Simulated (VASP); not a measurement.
## NiO: single point with PBE

The system is NiO.

```
Ni O
1.0
     0.00000    2.06305    2.06305
     2.06305    0.00000    2.06305
     2.06305    2.06305    0.00000
Ni O
1 1
Direct
  0.00000 0.00000 0.00000
  0.50000 0.50000 0.50000
```

```yaml
Program: VASP 6.6.1
Task: single point
Functional: PBE
Potentials_or_basis: VASP PAW PBE potentials, release 64 (Ni, O)
Cutoff: 520 eV
k_mesh: 11 × 11 × 11
Occupations: fermi-dirac, width 0.05 eV
Spin: collinear spin, ferromagnetic start
Starting_moments: "[1.0, 0.0] μB"
Dipole_correction: no
Further_INCAR_settings: ALGO = Normal; EDIFF = 1e-06; NBANDS = 19
```

```json
{
 "Pressure": "11.6 GPa",
 "Net moment": "1.55 μB per cell",
 "Site moments": "Ni +1.29; O +0.23 μB",
 "Valence electrons inside the program's atomic spheres": "Ni 9.07; O 4.99"
}
```

Levels at points of the mesh, in eV from the Fermi level:
Spin up:
| k point | band 6 | band 7 | band 8 | band 9 | band 10 | band 11 | band 12 | band 13 |
| --- | --- | --- | --- | --- | --- | --- | --- | --- |
| (0.00, 0.00, 0.00) | -3.07 | -2.70 | -2.70 | -2.70 | 1.68 | 17.90 | 19.16 | 19.16 |
Spin down:
| k point | band 3 | band 4 | band 5 | band 6 | band 7 | band 8 | band 9 | band 10 | band 11 | band 12 |
| --- | --- | --- | --- | --- | --- | --- | --- | --- | --- | --- |
| (0.00, 0.00, 0.00) | -2.81 | -2.81 | -1.97 | -1.97 | -1.97 | -0.81 | -0.81 | 1.99 | 17.85 | 19.36 |

Run time: 83 s on 1 thread of Intel Xeon 8259CL, on a shared host, peak memory 0.17 GiB.

Caveat: the cell stands under pressure; a cell with one magnetic atom can't hold antiferromagnetic order, which such compounds often take; semilocal functionals often make such compounds metallic where correlation or magnetic order opens a gap, which also shifts bond lengths. With open d or f shells a metallic result of PBE can be an artefact of self-interaction; +U or a hybrid may open a gap.
